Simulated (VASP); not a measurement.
Wanted: the native input for a VASP 6.6.1 run.

```
Task                   : relaxation of cell and atoms
Functional             : PBE
Potentials or basis    : VASP PAW PBE potentials, release 64 (Be, Te)
Cutoff                 : 600 eV
k mesh                 : 5 × 5 × 5
Occupations            : methfessel-paxton, width 0.01 eV
Spin                   : no spin polarisation
Dipole correction      : no
Further INCAR settings : ALGO = Normal; EDIFF = 1e-07; IBRION = 2; EDIFFG = -0.01; NSW = 80; ISIF = 3
```

The structure of BeTe lies in POSCAR:

```
BeTe
1.0
    0.0000000000      2.8339885760      2.8339885760
    2.8339885760      0.0000000000      2.8339885760
    2.8339885760      2.8339885760      0.0000000000
Be Te
1 1
Direct
    0.0000000000      0.0000000000      0.0000000000
    0.2500000000      0.2500000000      0.2500000000
```

The input as run:

INCAR

```
SYSTEM = BeTe
ALGO = Normal
EDIFF = 1E-7
EDIFFG = -0.01
ENCUT = 600
GGA = PE
GGA_COMPAT = .False.
IBRION = 2
ISIF = 3
ISMEAR = 1
LASPH = .True.
LCHARG = .False.
LREAL = .False.
LWAVE = .False.
NELM = 120
NELMIN = 4
NSW = 80
PREC = Accurate
SIGMA = 0.01
```

KPOINTS

```
k-points
0
Gamma
  5 5 5
  0 0 0
```

Potentials or basis: VASP PAW PBE potentials, release 64 (Be, Te).

Launch:

```console
$ cat potpaw_PBE.64/Be/POTCAR potpaw_PBE.64/Te/POTCAR > POTCAR
$ mpirun -np 1 vasp_std > vasp.out
```

Results of the run:

```yaml
Relaxed_volume: 22.83 Å³/atom
Relaxed_cell: a = 4.012 Å, b = 4.012 Å, c = 4.012 Å, α = 60.00°, β = 60.00°, γ = 60.00°
Space_group_after_relaxing_to_0.05_Å: F-43m (No. 216)
Energy_gained_by_relaxing: 0.0 meV/atom
Ionic_steps: 2
Pressure_after_relaxing: 0.0 GPa
Band_gap_on_the_k_mesh: 2.12 eV, indirect (least direct gap 3.62 eV)
```

Caveat: spin-orbit coupling is left out, which moves the levels of the heavy elements.

Run time: 20 s on 1 thread of Intel Xeon 8259CL (shared host), peak memory 0.17 GiB.
